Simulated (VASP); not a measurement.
A run of VASP 6.6.1 is set up as follows.

File INCAR:

```
SYSTEM = HC9
ALGO = Fast
DIPOL = 0.5 0.5 0.494
EDIFF = 1E-6
ENCUT = 520
GGA = PE
IDIPOL = 3
ISIF = 2
ISMEAR = 0
IVDW = 12
LASPH = .True.
LCHARG = .False.
LDIPOL = .True.
LREAL = .False.
LWAVE = .False.
NBANDS = 30
NELM = 60
PREC = Accurate
SIGMA = 0.1
```

The input KPOINTS:

```
k-points
0
Gamma
  12 12 1
  0 0 0
```

The input POSCAR:

```
HC9
1.0
    2.4655379958      0.0000000000      0.0000000000
   -1.2327689979      2.1341461202      0.0000000000
    0.0000000000      0.0000000000     30.2985170553
C H
9 1
Direct
    0.0833101794      0.1666203587      0.2805417831
    0.4166898207      0.8333796413      0.2805417831
    0.5833101794      0.1666203587      0.3927430896
    0.9166898206      0.8333796413      0.3927430896
    0.0833843945      0.1667220663      0.5057545019
    0.4166156055      0.8332779337      0.5057545019
    0.5846263342      0.1652336341      0.6149034528
    0.9153736658      0.8347663659      0.6149034528
    0.7500000000      1.0000000000      0.6567274932
    0.7500000000      1.0000000000      0.6919205582
```

Potentials or basis: VASP PAW PBE potentials, release 64 (C, H).

Run with:

```bash
$ cat potpaw_PBE.64/C/POTCAR potpaw_PBE.64/H/POTCAR > POTCAR
$ mpirun -np 1 vasp_std > vasp.out
```

Q: What does it give for the band gap on the k mesh?

A: Zero (an odd number of electrons rules out a gap without spin polarisation).

Q: What does it give for the dispersion energy per atom?

A: -0.130 eV.

Q: What does it give for the largest force?

A: 0.138 eV/Å.

Forces on the atoms (eV/Å):
```
C    0.000 -0.026  0.002
C    0.000  0.026  0.002
C    0.000  0.027  0.003
C    0.000 -0.027  0.003
C    0.000  0.000  0.000
C    0.000  0.000  0.000
C   -0.045  0.026 -0.072
C    0.045 -0.026 -0.072
C    0.000  0.000  0.138
H    0.000  0.000 -0.002
```

Caveat: an odd number of electrons without spin polarisation forces a metal; a magnetic or distorted state may lie lower.
